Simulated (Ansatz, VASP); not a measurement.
**CoO: VASP beside Ansatz**

```
Co O
1.0
    -1.48762    1.48762    2.07877
     1.48762   -1.48762    2.07877
     1.48762    1.48762   -2.07877
Co O
1 1
Direct
  0.00000 0.00000 0.00000
  0.50000 0.50000 0.00000
```

Change from the starting cell: volume scaled by 0.96.

Alike in both runs: task single point; functional PBEsol; k mesh 12 × 12 × 12; occupations fermi-dirac, width 0.05 eV; collinear spin.

```csv
,VASP,Ansatz
version,VASP 6.6.1,Ansatz 0.2.0
potentials or method,"VASP PAW PBE potentials, release 64 (Co, O), cutoff 520 eV","all-electron LAPW, scalar-relativistic"
```

```tsv
	VASP	Ansatz	Ansatz less VASP
gap on the k mesh at the Fermi level (eV)	none	none	-
pressure (GPa)	-3.4	-2.5	+0.88
traceless stress, the component that is largest in VASP (GPa)	0.29	0.28	-0.004
net moment per atom (μB)	1.40	1.42	+0.022
size of the moment on the site where the two differ most (μB)	2.46	2.50	+0.042
```

VASP's potentials were made for PBE, not for PBEsol. Site moments also hang on the region over which each program counts them. A gap of «none» marks a metal or a gap that the smearing closes. Ansatz ran all-electron here, and VASP with PAW potentials.
